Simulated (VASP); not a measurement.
# HfC (Fm-3m) in VASP: a series of runs, part 2 of 2

VASP 6.6.1. The steps go on from the part before.

## 3. Single point, PBE

This run uses another cell than the first one, of 12.19 Å³/atom, 1.032 times its volume.

Contents of INCAR:

```
PREC     = Accurate       # precision mode
ENCUT    = 520            # plane-wave cutoff, eV
EDIFF    = 1E-6           # SCF threshold, eV
ISMEAR   = 1              # smearing method
SIGMA    = 0.1            # smearing width, eV
LREAL    = F              # projectors in reciprocal space
LASPH    = T              # aspherical terms in the spheres
NELM     = 80             # most SCF steps
ALGO     = Normal         # electronic algorithm
ISIF     = 2              # what is computed and relaxed
LWAVE    = F              # write WAVECAR
LCHARG   = F              # write CHGCAR
GGA      = PE             # functional
NBANDS   = 14             # bands
```

Contents of KPOINTS:

```
regular mesh
0
Gamma
  11 11 11
```

Contents of POSCAR:

```
HfC
1.0
    0.0000000000      2.3015135458      2.3015135458
    2.3015135458      0.0000000000      2.3015135458
    2.3015135458      2.3015135458      0.0000000000
Hf C
1 1
Direct
    0.5000000000      0.5000000000      0.5000000000
    0.0000000000      0.0000000000      0.0000000000
```

Potentials or basis: VASP PAW PBE potentials, release 64 (Hf_pv, C).

On the command line:

```console
cat potpaw_PBE.64/Hf_pv/POTCAR potpaw_PBE.64/C/POTCAR > POTCAR
mpirun -np 1 vasp_std > vasp.out
```

It took 6.5 s on 1 thread of Intel Xeon 6975P-C (Granite Rapids), shared host; peak memory 0.14 GiB.

Results (log left out):

```
Free energy            : -21.0279 eV
Pressure               : 7.3 GPa
Band gap on the k mesh : zero (band 7 reaches 7.21 eV, above the bottom of band 8 at 5.76 eV)
```

Levels at points of the mesh, in eV from the Fermi level:
```csv
k point,band 3,band 4,band 5,band 6,band 7,band 8,band 9,band 10,band 11,band 12
"(0.00, 0.00, 0.00)",-29.52,-12.55,0.93,0.93,0.93,1.31,1.31,1.31,3.39,3.39
```

Caveat: spin-orbit coupling is left out, which moves the levels of the heavy elements.

## 4. Single point, PBE

This run uses another cell than the first one, of 12.57 Å³/atom, 1.064 times its volume.

Contents of INCAR:

```
  PREC = Accurate
  ENCUT = 520
  EDIFF = 1E-7
  ISMEAR = 1
  SIGMA = 0.1
  LREAL = False
  LASPH = True
  NELM = 80
  ALGO = Normal
  ISIF = 2
  LWAVE = False
  LCHARG = False
  GGA = PE
  NBANDS = 14
```

Contents of KPOINTS:

```
Automatic mesh
0
Gamma
  11 11 11
```

Contents of POSCAR:

```
HfC
1.0
    0.0000000000      2.3250000000      2.3250000000
    2.3250000000      0.0000000000      2.3250000000
    2.3250000000      2.3250000000      0.0000000000
Hf C
1 1
Direct
    0.5000000000      0.5000000000      0.5000000000
    0.0000000000      0.0000000000      0.0000000000
```

On the command line:

```console
cat potpaw_PBE.64/Hf_pv/POTCAR potpaw_PBE.64/C/POTCAR > POTCAR
mpirun -np 1 vasp_std > vasp.out
```

Wall time 7.5 s (1 thread of Intel Xeon 6975P-C (Granite Rapids), shared host); peak memory 0.15 GiB.

It converged, with:

| Item | Value |
| --- | --- |
| Free energy | -21.0442 eV |
| Pressure | -0.3 GPa |
| Band gap on the k mesh | zero (band 7 reaches 6.96 eV, above the bottom of band 8 at 5.53 eV) |

Levels at points of the mesh, in eV from the Fermi level:
```
           k point  band 3  band 4  band 5  band 6  band 7  band 8  band 9  band 10  band 11  band 12
(0.00, 0.00, 0.00)  -29.67  -12.40    0.91    0.91    0.91    1.30    1.30     1.30     3.30     3.30
```

Caveat: spin-orbit coupling is left out, which moves the levels of the heavy elements.

## 5. Single point, PBE

This run uses another cell than the first one, of 12.95 Å³/atom, 1.096 times its volume.

Contents of INCAR:

```
PREC = Accurate
ENCUT = 520
EDIFF = 1E-7
ISMEAR = 1
SIGMA = 0.1
LREAL = False
LASPH = True
NELM = 100
ALGO = Normal
ISIF = 2
LWAVE = False
LCHARG = False
GGA = PE
NBANDS = 14
```

Contents of KPOINTS:

```
regular mesh
0
Gamma
  11 11 11
```

Contents of POSCAR:

```
HfC
1.0
    0.0000000000      2.3480212992      2.3480212992
    2.3480212992      0.0000000000      2.3480212992
    2.3480212992      2.3480212992      0.0000000000
Hf C
1 1
Direct
    0.5000000000      0.5000000000      0.5000000000
    0.0000000000      0.0000000000      0.0000000000
```

On the command line:

```console
cat potpaw_PBE.64/Hf_pv/POTCAR potpaw_PBE.64/C/POTCAR > POTCAR
mpirun -np 1 vasp_std > vasp.out
```

It took 14 s on 1 thread of Intel Xeon 6975P-C (Granite Rapids), shared host; peak memory 0.17 GiB.

It converged, with:

- Free energy: -21.0267 eV
- Pressure: -7.0 GPa
- Band gap on the k mesh: zero (band 7 reaches 6.71 eV, above the bottom of band 8 at 5.31 eV)

Levels at points of the mesh, in eV from the Fermi level:
```csv
k point,band 3,band 4,band 5,band 6,band 7,band 8,band 9,band 10,band 11,band 12
"(0.00, 0.00, 0.00)",-29.81,-12.25,0.90,0.90,0.90,1.29,1.29,1.29,3.21,3.21
```

Caveat: spin-orbit coupling is left out, which moves the levels of the heavy elements.

## 6. Single point, PBE

This run uses another cell than the first one, of 13.32 Å³/atom, 1.128 times its volume.

Contents of INCAR:

```
SYSTEM = HfC
  PREC = Accurate
  ENCUT = 520
  EDIFF = 1E-6
  ISMEAR = 1
  SIGMA = 0.1
  LREAL = .False.
  LASPH = .True.
  NELM = 80
  ALGO = Normal
  ISIF = 2
  LWAVE = .False.
  LCHARG = .False.
  GGA = PE
  NBANDS = 14
```

Contents of KPOINTS:

```
Automatic mesh
0
Gamma
  11 11 11
  0 0 0
```

Contents of POSCAR:

```
HfC
1.0
    0.0000000000      2.3705998121      2.3705998121
    2.3705998121      0.0000000000      2.3705998121
    2.3705998121      2.3705998121      0.0000000000
Hf C
1 1
Direct
    0.5000000000      0.5000000000      0.5000000000
    0.0000000000      0.0000000000      0.0000000000
```

Potentials or basis: VASP PAW PBE potentials, release 64 (Hf_pv, C).

On the command line:

```console
cat potpaw_PBE.64/Hf_pv/POTCAR potpaw_PBE.64/C/POTCAR > POTCAR
mpirun -np 1 vasp_std > vasp.out
```

OUTCAR:

```text
SYSTEM = HfC
   PREC = Accurate
   ENCUT = 520
   EDIFF = 1E-6
   ISMEAR = 1
   LREAL = .False.
   LASPH = .True.
   NELM = 80
   ISIF = 2
   GGA = PE

 ion  position               nearest neighbor table
   1  0.500  0.500  0.500-   2 2.37   2 2.37   2 2.37   2 2.37   2 2.37   2 2.37
   2  0.000  0.000  0.000-   1 2.37   1 2.37   1 2.37   1 2.37   1 2.37   1 2.37

  LATTYP: Found a face centered cubic cell.
 ALAT       =     4.7411996242

  Lattice vectors:

 A1 = (   0.0000000000,   2.3705998121,   2.3705998121)
 A2 = (   2.3705998121,   0.0000000000,   2.3705998121)
 A3 = (   2.3705998121,   2.3705998121,   0.0000000000)
[... 586 lines left out ...]
     11      10.7567      0.00000
     12      14.5530      0.00000
     13      14.5563      0.00000
     14      18.9276      0.00000

 [... further k-points ...]
[... 5 lines left out ...]
  --------------------------------------------------------------------------------------
  -------------------------------------------------------------------------------------
  Total       -2.1133416     -2.1133416     -2.1133416     -0.0000000     -0.0000000      0.0000000
  in kB     -127.0795164   -127.0795164   -127.0795164     -0.0000000     -0.0000000      0.0000000
  external PRESSURE =    -127.0795164 kB  Pullay stress =       0.0000000 kB

 VOLUME and BASIS-vectors are now :
 -----------------------------------------------------------------------------
  energy-cutoff  :      520.00
  volume of cell :       26.64
      direct lattice vectors                 reciprocal lattice vectors
     0.000000000  2.370599812  2.370599812    -0.210917084  0.210917084  0.210917084
     2.370599812  0.000000000  2.370599812     0.210917084 -0.210917084  0.210917084
     2.370599812  2.370599812  0.000000000     0.210917084  0.210917084 -0.210917084

 POSITION                                       TOTAL-FORCE (eV/Angst)
 -----------------------------------------------------------------------------------
      2.37060      2.37060      2.37060         0.000000      0.000000     -0.000000
      0.00000      0.00000      0.00000        -0.000000     -0.000000      0.000000
 -----------------------------------------------------------------------------------
    total drift:                                0.000000      0.000000      0.000000

  FREE ENERGIE OF THE ION-ELECTRON SYSTEM (eV)
  ---------------------------------------------------
  free  energy   TOTEN  =       -20.9802614980 eV

  energy  without entropy=      -20.9799089841  energy(sigma->0) =      -20.98014399
```

OSZICAR:

```text
N       E                     dE             d eps       ncg     rms          rms(c)
DAV:   1     0.230964615061E+02    0.23096E+02   -0.76601E+03  1568   0.969E+02
DAV:   2    -0.225498511942E+02   -0.45646E+02   -0.42506E+02  2068   0.196E+02
DAV:   3    -0.242225853036E+02   -0.16727E+01   -0.16668E+01  1888   0.274E+01
DAV:   4    -0.242307842452E+02   -0.81989E-02   -0.82115E-02  1820   0.237E+00
DAV:   5    -0.242308424132E+02   -0.58168E-04   -0.58168E-04  1868   0.178E-01    0.512E+01
DAV:   6    -0.210783046104E+02    0.31525E+01   -0.12477E+01  1700   0.182E+01    0.379E+01
DAV:   7    -0.210006570124E+02    0.77648E-01   -0.59506E-01  1922   0.531E+00    0.245E+01
DAV:   8    -0.209901005900E+02    0.10556E-01   -0.11066E-01  1796   0.261E+00    0.753E+00
DAV:   9    -0.209804568247E+02    0.96438E-02   -0.30393E-02  1724   0.108E+00    0.218E+00
DAV:  10    -0.209802685000E+02    0.18832E-03   -0.14630E-03  1988   0.286E-01    0.563E-02
DAV:  11    -0.209802618747E+02    0.66253E-05   -0.83163E-05  1772   0.709E-02    0.162E-02
DAV:  12    -0.209802614980E+02    0.37675E-06   -0.39277E-06  2018   0.172E-02
   1 F= -.20980261E+02 E0= -.20980144E+02  d E =-.352514E-03
```

It took 11 s on 1 thread of Intel Xeon 6975P-C (Granite Rapids), shared host; peak memory 0.16 GiB.

What came out:

```
Free energy            : -20.9803 eV
Pressure               : -12.7 GPa
Band gap on the k mesh : zero (band 7 reaches 6.48 eV, above the bottom of band 8 at 5.09 eV)
```

Caveat: spin-orbit coupling is left out, which moves the levels of the heavy elements.

## 7. Summary

| cell | gap on the mesh (eV) | pressure (GPa) |
| --- | --- | --- |
| a = 3.221 Å, angles 60.0°, 2 atoms | none | 16.3 |
| a = 3.255 Å, angles 60.0°, 2 atoms | none | 7.3 |
| a = 3.288 Å, angles 60.0°, 2 atoms | none | -0.3 |
| a = 3.321 Å, angles 60.0°, 2 atoms | none | -7.0 |
| a = 3.353 Å, angles 60.0°, 2 atoms | none | -12.7 |

Alike in all rows: task single point; level PBE; potentials or basis VASP PAW PBE potentials, release 64 (Hf_pv, C); no spin polarisation; k mesh 11 × 11 × 11; cutoff (eV) 520; smearing methfessel-paxton 0.1 eV.

Caveats: spin-orbit coupling is left out, which moves the levels of the heavy elements.

Absolute energies hang on the potentials; compare differences alone.
